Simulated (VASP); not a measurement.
# Si16HC16 (a cell with a defect) (H interstitial hop between voids): single point with PBE

The system is Si16HC16 (a cell with a defect) (H interstitial hop between voids).

```
Si C H
1.0
    -4.37971    4.37971   -4.37971
     4.37971    4.37971    4.37971
     4.37971   -4.37971   -4.37971
Si C H
16 16 1
Direct
  0.00017 0.99362 0.74847
  0.00015 0.24668 0.49445
  0.00016 0.48634 0.25011
  0.00016 0.74525 0.99795
  0.25232 0.99735 0.50219
  0.24441 0.24666 0.25011
  0.25224 0.49886 0.00056
  0.24970 0.74845 0.75166
  0.49865 0.99358 0.25012
  0.49845 0.24683 0.99797
  0.50168 0.49506 0.75161
  0.50186 0.74854 0.49963
  0.75574 0.00227 0.00574
  0.74810 0.24682 0.74853
  0.75054 0.49889 0.50209
  0.74805 0.74523 0.25006
  0.00010 0.99655 0.99558
  0.00014 0.25186 0.74930
  0.00011 0.50702 0.50576
  0.00020 0.75138 0.25010
  0.25017 0.00120 0.74996
  0.25462 0.25094 0.50463
  0.25588 0.50717 0.25021
  0.25010 0.75115 0.00003
  0.50021 0.00128 0.50018
  0.49921 0.25182 0.25007
  0.50019 0.50127 0.00017
  0.50099 0.75263 0.75090
  0.74569 0.99654 0.25016
  0.74444 0.25144 0.99455
  0.75023 0.50119 0.75009
  0.75016 0.75121 0.49994
  0.00023 0.25015 0.25023
```

```json
{
  "Program": "VASP 6.6.1",
  "Task": "single point",
  "Functional": "PBE",
  "Potentials or basis": "VASP PAW PBE potentials, release 64 (Si, C, H)",
  "Cutoff": "520 eV",
  "k mesh": "1 × 1 × 1",
  "Occupations": "fermi-dirac, width 0.01 eV",
  "Spin": "no spin polarisation"
}
```

The largest force is 0.032 eV/Å.

Forces in eV/Å, atoms in the order of the input:
```
Si  -0.007 -0.009 -0.005
Si   0.007  0.000 -0.003
Si  -0.015 -0.020 -0.019
Si  -0.019 -0.006 -0.004
Si  -0.005 -0.004 -0.013
Si  -0.001  0.009 -0.002
Si   0.023  0.006  0.007
Si   0.006 -0.003  0.013
Si   0.001 -0.012  0.009
Si   0.004  0.010 -0.001
Si   0.001  0.005 -0.010
Si   0.004 -0.004  0.008
Si   0.001  0.003  0.006
Si   0.022  0.004  0.004
Si   0.006  0.013 -0.004
Si  -0.005 -0.013 -0.003
C    0.012 -0.004 -0.007
C   -0.010 -0.010 -0.014
C   -0.008  0.005  0.004
C    0.013  0.020  0.020
C    0.003  0.003 -0.006
C   -0.006 -0.004  0.025
C   -0.010 -0.012  0.010
C    0.007  0.004  0.005
C    0.006 -0.005  0.004
C   -0.013 -0.008 -0.009
C    0.004  0.003 -0.001
C   -0.009 -0.007 -0.007
C   -0.011  0.021 -0.004
C   -0.014  0.010 -0.010
C    0.009  0.009  0.003
C    0.002 -0.004 -0.001
H    0.000  0.002  0.006
```

Levels at points of the mesh, in eV from the Fermi level:
| k point | band 61 | band 62 | band 63 | band 64 | band 65 | band 66 | band 67 | band 68 |
| --- | --- | --- | --- | --- | --- | --- | --- | --- |
| (0.00, 0.00, 0.00) | -1.03 | -0.89 | -0.12 | -0.12 | 0.12 | 1.47 | 1.47 | 3.33 |

Wall time 29 s on 1 thread of AMD EPYC 9R45 96-Core Processor (Zen 5), with other jobs on the host, peak memory 0.36 GiB.

Caveat: the k points lie up to 1.01 Å⁻¹ apart; the cell carries a net charge on a neutralising background, which shifts energy and pressure; the cell is charged against a uniform background, so pressure and absolute levels hang on convention.
